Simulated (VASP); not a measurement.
The system is Mg.

```
CELL_PARAMETERS angstrom
-1.47650 1.47650 1.47650
1.47650 -1.47650 1.47650
1.47650 1.47650 -1.47650
ATOMIC_POSITIONS crystal
Mg 0.00000 0.00000 0.00000
```

Base run:

```yaml
Program: VASP 6.6.1
Functional: PBE
Dispersion: D3(BJ)
Potentials_or_basis: VASP PAW PBE potentials, release 64 (Mg)
Cutoff: 600 eV
k_mesh: 13 × 13 × 13
Occupations: fermi-dirac, width 0.05 eV
Spin: no spin polarisation
```

Its results: band gap on the k mesh zero (band 1 reaches 9.45 eV, above the bottom of band 2 at 5.78 eV); pressure 56.7 GPa.

Q: After a change of settings the same cell gave: band gap on the k mesh zero (band 1 reaches 7.35 eV, above the bottom of band 2 at 6.49 eV); pressure 57.8 GPa. Which change was it?
A. k mesh from 13 × 13 × 13 to 7 × 7 × 7
B. k mesh from 13 × 13 × 13 to 5 × 5 × 5
C. k mesh from 13 × 13 × 13 to 11 × 11 × 11
D. k mesh from 13 × 13 × 13 to 8 × 8 × 8

A: B.

Caveats: some runs use coarse meshes; pairwise dispersion overbinds metals, which lowers pressure and volume.
